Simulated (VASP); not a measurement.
# LiLa8Ga8O24 (a cell with a defect) in VASP: single point with PBEsol

Aim: the single point of LiLa8Ga8O24 (a cell with a defect) with PBEsol.

All numbers are computed with VASP 6.6.1; they aren't measurements. Logs are shortened: lines on timing, memory, paths and dates and some standing lists are left out, and cuts for length are marked.

## 1. The cell of the first run

The cell holds a defect, 41 atoms: a = 7.729 Å, b = 7.729 Å, c = 7.729 Å, α = 90.00°, β = 90.00°, γ = 90.00°.

## 2. Single point, PBEsol

The input, INCAR:

```
SYSTEM = LiLa8Ga8O24
ALGO = Normal ; EDIFF = 1E-6
ENCUT = 520 ; GGA = PS
ISIF = 2 ; ISMEAR = -1
ISYM = 0 ; LASPH = .True.
LCHARG = .False. ; LREAL = Auto
LWAVE = .False. ; NBANDS = 196
NELECT = 338.0 ; NELM = 80
PREC = Accurate ; SIGMA = 0.05
```

The input, KPOINTS:

```
Automatic mesh
0
Gamma
  1 1 1
  0.25 0.25 0.25
```

The input, POSCAR:

```
LiLa8Ga8O24
1.0
    7.7293080000      0.0000000000      0.0000000000
    0.0000000000      7.7293080000      0.0000000000
    0.0000000000      0.0000000000      7.7293080000
La Li Ga O
8 1 8 24
Direct
    0.9687170000      0.9847270000      0.9739150000
    0.0174620000      0.9774840000      0.4931680000
    0.9692270000      0.5635230000      0.9769120000
    0.0093570000      0.4823950000      0.5040070000
    0.4820640000      0.0097130000      0.0013680000
    0.5024140000      0.9824660000      0.4988470000
    0.4719400000      0.5126140000      0.9942360000
    0.5117320000      0.4980920000      0.4916970000
    0.3343480000      0.2253260000      0.3038910000
    0.2467350000      0.2479420000      0.7420120000
    0.2422670000      0.7558300000      0.2430350000
    0.2477170000      0.7461620000      0.7395750000
    0.7438850000      0.2526250000      0.2498520000
    0.7461130000      0.2488860000      0.7343160000
    0.7409060000      0.7525120000      0.2476220000
    0.7332370000      0.7528630000      0.7360990000
    0.0991590000      0.2838180000      0.1455700000
    0.2196130000      0.1777420000      0.9808420000
    0.2897750000      0.3005440000      0.5111510000
    0.2557190000      0.7820740000      0.9910630000
    0.2216070000      0.7030670000      0.4896190000
    0.8707280000      0.2783530000      0.0241570000
    0.6824540000      0.2289300000      0.4945290000
    0.7152980000      0.7318590000      0.9893760000
    0.7570110000      0.7889760000      0.4942090000
    0.9823260000      0.2215140000      0.3321570000
    0.9916050000      0.2165070000      0.6984060000
    0.9924350000      0.7868490000      0.2173600000
    0.9902380000      0.7748080000      0.7479130000
    0.5155550000      0.2849110000      0.1824180000
    0.5056480000      0.2716100000      0.8047930000
    0.4896870000      0.7124230000      0.2608890000
    0.4913710000      0.7194470000      0.7161600000
    0.2773990000      0.9979840000      0.2878350000
    0.2695210000      0.9938100000      0.6999450000
    0.2010200000      0.4895320000      0.1952550000
    0.2137040000      0.4974420000      0.7935340000
    0.7157290000      0.0013090000      0.2080840000
    0.7179520000      0.0039150000      0.7829930000
    0.7847970000      0.5070100000      0.2791410000
    0.7703110000      0.4995990000      0.7217790000
```

Potentials or basis: VASP PAW PBE potentials, release 64 (La, Li_sv, Ga_d, O).

Launch:

```
cat potpaw_PBE.64/La/POTCAR potpaw_PBE.64/Li_sv/POTCAR potpaw_PBE.64/Ga_d/POTCAR potpaw_PBE.64/O/POTCAR > POTCAR
mpirun -np 1 vasp_std > vasp.out
```

OUTCAR:

```text
SYSTEM = LiLa8Ga8O24
   EDIFF = 1E-6
   ENCUT = 520
   GGA = PS
   ISIF = 2
   ISMEAR = -1
   ISYM = 0
   LASPH = .True.
   LREAL = Auto
   NELECT = 338.0
   NELM = 80
   PREC = Accurate

 ion  position               nearest neighbor table
   1  0.969  0.985  0.974-  29 2.39  22 2.42  28 2.43  39 2.44  18 2.45  38 2.67  20 2.72  24 2.77
                            27 2.79  17 2.85  16 3.15  14 3.25   3 3.26  15 3.29
   2  0.017  0.977  0.493-  26 2.28  27 2.44  25 2.49  35 2.52  29 2.52  34 2.57  28 2.60  21 2.64
                            11 3.11  12 3.16
   3  0.969  0.564  0.977-  24 2.36  22 2.36  29 2.41  37 2.42  36 2.53  28 2.54  41 2.55  17 2.72
                            40 2.77  20 2.79  16 2.99  15 3.10  12 3.16   1 3.26  11 3.30
   4  0.009  0.482  0.504-  21 2.37  26 2.42  40 2.46  41 2.50  27 2.55  19 2.58  37 2.74  36 2.81
                            10 3.17  17 3.24  14 3.25  12 3.30
   5  0.482  0.010  0.001-  38 2.41  18 2.41  20 2.48  39 2.48  31 2.54  30 2.56  34 2.72  24 2.81
                             9 3.09  10 3.27  11 3.28
   6  0.502  0.982  0.499-  23 2.36  35 2.38  34 2.39  25 2.47  33 2.64   9 2.74  39 2.76  32 2.78
                            38 2.79  16 3.11  15 3.21  12 3.27
   7  0.472  0.513  0.994-  30 2.31  31 2.38  37 2.53  24 2.53  32 2.58  36 2.61  20 2.67  33 2.68
                            12 3.18  11 3.22
   8  0.512  0.498  0.492-  19 2.30  32 2.44  33 2.44  23 2.46  41 2.68  40 2.68  21 2.75   9 2.90
                            13 3.21  16 3.22  14 3.24  15 3.25
   9  0.334  0.225  0.304-  19 1.74  30 1.75  34 1.82  17 2.24   6 2.74   8 2.90   5 3.09
  10  0.247  0.248  0.742-  19 1.86  18 1.94  37 1.99  35 2.00  27 2.02  31 2.07   4 3.17   5 3.27

  11  0.242  0.756  0.243-  34 1.92  32 1.95  21 1.96  28 1.96  20 1.96  36 2.12   2 3.11   7 3.22
                             5 3.28   3 3.30
  12  0.248  0.746  0.740-  33 1.90  35 1.95  20 1.96  21 1.97  37 1.98  29 2.00   3 3.16   2 3.16
                             7 3.18   6 3.27   4 3.30
  13  0.744  0.253  0.250-  30 1.86  23 1.96  26 1.96  38 1.98  40 2.00  22 2.01  17 2.87   8 3.21

  14  0.746  0.249  0.734-  23 1.92  27 1.93  39 1.94  31 1.94  41 1.95   8 3.24   1 3.25   4 3.25

  15  0.741  0.753  0.248-  25 1.93  40 1.94  38 1.96  32 1.97  28 1.98  24 2.01   3 3.10   6 3.21
                             8 3.25   1 3.29
  16  0.733  0.753  0.736-  33 1.89  25 1.90  24 1.97  39 1.98  41 1.98  29 2.00   3 2.99   6 3.11
                             1 3.15   8 3.22
  17  0.099  0.284  0.146-  26 1.77  18 1.78  36 1.82  22 2.00   9 2.24   3 2.72   1 2.85  13 2.87
                             4 3.24
  18  0.220  0.178  0.981-  17 1.78  10 1.94   5 2.41   1 2.45
  19  0.290  0.301  0.511-   9 1.74  10 1.86   8 2.30   4 2.58
  20  0.256  0.782  0.991-  11 1.96  12 1.96   5 2.48   7 2.67   1 2.72   3 2.79
  21  0.222  0.703  0.490-  11 1.96  12 1.97   4 2.37   2 2.64   8 2.75
  22  0.871  0.278  0.024-  17 2.00  13 2.01   3 2.36   1 2.42
  23  0.682  0.229  0.495-  14 1.92  13 1.96   6 2.36   8 2.46
  24  0.715  0.732  0.989-  16 1.97  15 2.01   3 2.36   7 2.53   1 2.77   5 2.81
  25  0.757  0.789  0.494-  16 1.90  15 1.93   6 2.47   2 2.49
  26  0.982  0.222  0.332-  17 1.77  13 1.96   2 2.28   4 2.42
  27  0.992  0.217  0.698-  14 1.93  10 2.02   2 2.44   4 2.55   1 2.79
[... 187 lines left out ...]
   IMIX   =      4    mixing-type and parameters
     AMIX     =   0.40;   BMIX     =  1.00
     AMIX_MAG =   1.60;   BMIX_MAG =  1.00
  volume/ion in A,a.u.               =      11.26        76.00
  Fermi-wavevector in a.u.,A,eV,Ry     =   1.475389  2.788080 29.616778  2.176772
  Thomas-Fermi vector in A             =   2.590044
   LORBIT       =      0    0 simple, 1 ext, 2 COOP (PROOUT), +10 PAW based schemes
   GGA     = PS    functional components
   LHFCALC =     F    Hartree Fock is set to
   AEXX    =    0.0000 exact exchange contribution
   IVDW    =     0    specifies the selected vdW correction
   LEPSILON=     F    determine dielectric tensor
   LRPA    =     F    only Hartree local field effects (RPA)
 non-spin polarized calculation
  energy-cutoff  :      520.00
  volume of cell :      461.77
 maximum number of plane-waves:     12452
 NGX is ok and might be reduce to    60
   NGX = 29   NGY = 29   NGZ = 29

 number of electron     338.0000022 magnetization

 Free energy of the ion-electron system (eV)
  ---------------------------------------------------
  ext. energy  EPLUGINS =         0.00000000
  ---------------------------------------------------
  free energy    TOTEN  =      -313.18170990 eV

  energy without entropy =     -313.18170990  energy(sigma->0) =     -313.18170990

 E-fermi :   8.0981     XC(G=0): -12.1647

 val. band max:        6.8655052878   @ k =  -0.2500  -0.2500   0.2500
 cond. band min:      11.0842238924   @ k =  -0.2500  -0.2500   0.2500
 fundamental gap:      4.2187186046
 Fermi energy:         8.0981081668

 k-point     1 :       0.2500    0.2500    0.2500
  band No.  band energies     occupation
      1     -35.1273      2.00000
      2     -22.9890      2.00000
      3     -22.7728      2.00000
      4     -22.7490      2.00000
      5     -22.7079      2.00000
      6     -22.6862      2.00000
[... 725 lines left out ...]
    180      12.0831      0.00000
    181      12.0935      0.00000
 [bands above 181 left out]

------------------------ aborting loop because EDIFF is reached ----------------------------------------

  FORCE on cell =-STRESS in cart. coord.  units (eV):
  Direction    XX          YY          ZZ          XY          YZ          ZX
  --------------------------------------------------------------------------------------
  -------------------------------------------------------------------------------------
  Total       12.0469441     22.2158319     20.9739624     -5.3871860     -1.8378830      2.8867883
  in kB       41.7989756     77.0817067     72.7728238    -18.6917822     -6.3768561     10.0162159
  external PRESSURE =      63.8845021 kB  Pullay stress =       0.0000000 kB

 VOLUME and BASIS-vectors are now :
 -----------------------------------------------------------------------------
  energy-cutoff  :      520.00
  volume of cell :      461.77
      direct lattice vectors                 reciprocal lattice vectors
     7.729308000  0.000000000  0.000000000     0.129377688  0.000000000  0.000000000
     0.000000000  7.729308000  0.000000000     0.000000000  0.129377688  0.000000000
     0.000000000  0.000000000  7.729308000     0.000000000  0.000000000  0.129377688

 POSITION                                       TOTAL-FORCE (eV/Angst)
 -----------------------------------------------------------------------------------
      7.48751      7.61126      7.52769         0.009876     -0.006810     -0.075133
      0.13497      7.55527      3.81185        -0.027162     -0.048143      0.050570
      7.49145      4.35564      7.55085         0.002047      0.005092      0.002374
      0.07232      3.72858      3.89563         0.024807      0.035700     -0.023539
      3.72602      0.07507      0.01057        -0.020230      0.003379      0.069343
      3.88331      7.59378      3.85574         0.054568      0.021011     -0.041384
[... 33 lines left out ...]
      6.06594      3.91884      2.15757        -0.053381     -0.034117      0.031880
      5.95397      3.86155      5.57885         0.053039     -0.062331     -0.028019
 -----------------------------------------------------------------------------------
    total drift:                               -0.034356      0.001093      0.024722

  FREE ENERGIE OF THE ION-ELECTRON SYSTEM (eV)
  ---------------------------------------------------
  free  energy   TOTEN  =      -313.1817098994 eV

  energy  without entropy=     -313.1817098994  energy(sigma->0) =     -313.18170990
```

OSZICAR:

```text
N       E                     dE             d eps       ncg     rms          rms(c)
DAV:   1     0.618735796356E+04    0.61874E+04   -0.11532E+05  1592   0.304E+03
DAV:   2     0.234609184173E+04   -0.38413E+04   -0.35919E+04  1568   0.915E+02
DAV:   3     0.733161932092E+03   -0.16129E+04   -0.14259E+04  1800   0.382E+02
[... 16 lines left out ...]
DAV:  20    -0.313181700540E+03   -0.19441E-04   -0.20768E-04  2904   0.682E-02    0.108E-02
DAV:  21    -0.313181705522E+03   -0.49818E-05   -0.72334E-05  2800   0.443E-02    0.714E-03
DAV:  22    -0.313181708431E+03   -0.29089E-05   -0.28875E-05  2360   0.291E-02    0.603E-03
DAV:  23    -0.313181709719E+03   -0.12878E-05   -0.15123E-05  2240   0.160E-02    0.322E-03
DAV:  24    -0.313181709899E+03   -0.18053E-06   -0.54582E-06  1496   0.133E-02
   1 F= -.31318171E+03 E0= -.31318171E+03  d E =-.385436E-10
```

It took 20 min on 1 thread of Intel Xeon Platinum 8488C (Sapphire Rapids), shared host; peak memory 0.64 GiB.

Results:

- Free energy: -313.1817 eV
- Largest force: 0.098 eV/Å

Forces on the atoms (eV/Å):
```
La   0.010 -0.007 -0.075
La  -0.027 -0.048  0.051
La   0.002  0.005  0.002
La   0.025  0.036 -0.024
La  -0.020  0.003  0.069
La   0.055  0.021 -0.041
La  -0.008  0.030 -0.029
La  -0.008 -0.021  0.033
Li  -0.004 -0.030 -0.006
Ga  -0.007  0.002 -0.008
Ga  -0.003 -0.032  0.001
Ga  -0.006 -0.009 -0.004
Ga   0.001  0.002  0.016
Ga   0.011  0.011 -0.013
Ga   0.006 -0.006  0.016
Ga  -0.004 -0.003 -0.024
Ga   0.050 -0.014  0.021
O    0.009 -0.055  0.077
O   -0.037  0.055  0.010
O   -0.002  0.000 -0.012
O   -0.003  0.014  0.036
O   -0.029 -0.019 -0.091
O   -0.037  0.012  0.062
O    0.009 -0.020  0.051
O   -0.029  0.026 -0.060
O    0.042 -0.025  0.015
O    0.039 -0.005 -0.014
O    0.003  0.056 -0.025
O   -0.024 -0.028  0.035
O   -0.005  0.026 -0.081
O   -0.055 -0.014  0.044
O    0.016 -0.046  0.021
O    0.031  0.035 -0.030
O   -0.031 -0.008 -0.013
O    0.029  0.024 -0.030
O    0.057  0.050 -0.007
O   -0.039  0.001  0.037
O    0.023  0.031 -0.043
O   -0.040  0.042  0.026
O   -0.053 -0.034  0.032
O    0.053 -0.062 -0.028
```

Levels at points of the mesh, in eV from the Fermi level:
| k point | band 167 | band 168 | band 169 | band 170 | band 171 | band 172 |
| --- | --- | --- | --- | --- | --- | --- |
| (0.25, 0.25, 0.25) | -1.38 | -1.33 | -1.28 | 3.11 | 3.23 | 3.47 |

Caveat: the k points lie up to 0.81 Å⁻¹ apart; the cell carries a net charge on a neutralising background, which shifts energy and pressure; the cell is charged against a uniform background, so pressure and absolute levels hang on convention; the cutoff is under 1.25 times the usual one of these potentials, so pressure, stress and relaxed cells hold a basis-set (Pulay) error; the PAW data sets were made with another functional, which shifts forces and pressure a little; spin-orbit coupling is left out, which moves the levels of the heavy elements.
